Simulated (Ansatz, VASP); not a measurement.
Ti: VASP beside Ansatz

```xyz
6
Lattice="2.9004 0.0000 0.0000 -1.4502 2.5119 0.0000 0.0000 0.0000 26.4775" Properties=species:S:1:pos:R:3 pbc="T T T"
Ti    1.4502    0.8373    7.6098
Ti    0.0000    1.6746    9.7469
Ti    1.4502    0.8373   12.1046
Ti    0.0000    1.6746   14.3729
Ti    1.4502    0.8373   16.7306
Ti    0.0000    1.6746   18.8676
```

Alike in both runs: functional PBEsol; k mesh 12 × 12 × 1; occupations gaussian, width 0.1 eV; no spin polarisation.

Ansatz relaxed the structure, and its values are those at the end. VASP's run is a single point on that final structure, the one shown.

```csv
,VASP,Ansatz
version,VASP 6.6.1,Ansatz 0.2.0
potentials or method,"VASP PAW PBE potentials, release 64 (Ti_sv), cutoff 400 eV","scalar-relativistic, plane waves, PAW"
valence electrons in the cell,72,72
```

VASP gave:

* gap on the k mesh at the Fermi level (eV): none
* rms of the force components (eV/Å): 0.005

Question: What did Ansatz give for the same quantities?

Answer: gap on the k mesh at the Fermi level (eV): none; rms of the force components (eV/Å): 0.001.

VASP's potentials were made for PBE, not for PBEsol. A gap of «none» marks a metal or a gap that the smearing closes. Ansatz's warnings: xc potential rough in thin density.
